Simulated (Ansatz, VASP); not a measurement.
**Two plane-wave programs on ZrZnN**

Contents of INCAR:

```
PREC = Accurate
ENCUT = 520
EDIFF = 1E-7
ISMEAR = 0
SIGMA = 0.1
LREAL = F
LASPH = T
NELM = 80
ALGO = Normal
ISIF = 2
LWAVE = F
LCHARG = T
GGA = PE
LELF = T
LVHAR = T
NBANDS = 38
```

Contents of KPOINTS:

```
Automatic mesh
0
Gamma
  6 6 2
```

POSCAR

```
ZrZnN
1.0
    3.0067845000      0.0000000000      0.0000000000
    0.0000000000      3.0067845000      0.0000000000
    0.0000000000      0.0000000000      7.6121126300
Zr Zn N
2 2 2
Direct
    0.0000000000      0.5000000000      0.3350000100
    0.5000000000      0.0000000000      0.6649999900
    0.0000000000      0.5000000000      0.8999999800
    0.5000000000      0.0000000000      0.1000000200
    0.0000000000      0.5000000000      0.6169999800
    0.5000000000      0.0000000000      0.3830000200
```

Input for Ansatz:

```yaml
crystal:
  lattice:
    - [3.0067845, 0.0, 0.0]
    - [0.0, 3.0067845, 0.0]
    - [0.0, 0.0, 7.61211263]
  atoms:
    - { symbol: Zr, position: [0.0, 0.5, 0.33500001] }
    - { symbol: Zr, position: [0.5, 0.0, 0.66499999] }
    - { symbol: Zn, position: [0.0, 0.5, 0.89999998] }
    - { symbol: Zn, position: [0.5, 0.0, 0.10000002] }
    - { symbol: "N", position: [0.0, 0.5, 0.61699998] }
    - { symbol: "N", position: [0.5, 0.0, 0.38300002] }
basis:
  ecutwfc: 420
kpoints:
  mp_grid: { grid: [6, 6, 2] }
hamiltonian:
  xc: pbe
scf:
  occupations: { method: gaussian, width: 0.1 }
  lower_state_search: "off"
output:
  forces: true
  stress: true
  eigenvalues: true
```

Change from the starting cell: species swapped into the TaMoN type (P4/nmm, No. 129).

Alike in both runs: task single point; functional PBE; k mesh 6 × 6 × 2; occupations gaussian, width 0.1 eV; no spin polarisation.

|  | VASP | Ansatz |
| --- | --- | --- |
| version | VASP 6.6.1 | Ansatz 0.2.0 |
| potentials or method | VASP PAW PBE potentials, release 64 (Zr_sv, Zn, N), cutoff 520 eV | scalar-relativistic, plane waves, PAW |
| valence electrons in the cell | 58 | 58 |

```csv
,VASP,Ansatz,Ansatz less VASP
gap on the k mesh at the Fermi level (eV),none,none,-
rms of the force components (eV/Å),0.670,0.667,-0.0030
```

Atom by atom the forces differ by 0.012 eV/Å (rms over components). A gap of «none» marks a metal or a gap that the smearing closes.

The k mesh is coarse, so the values compare programs but aren't converged.
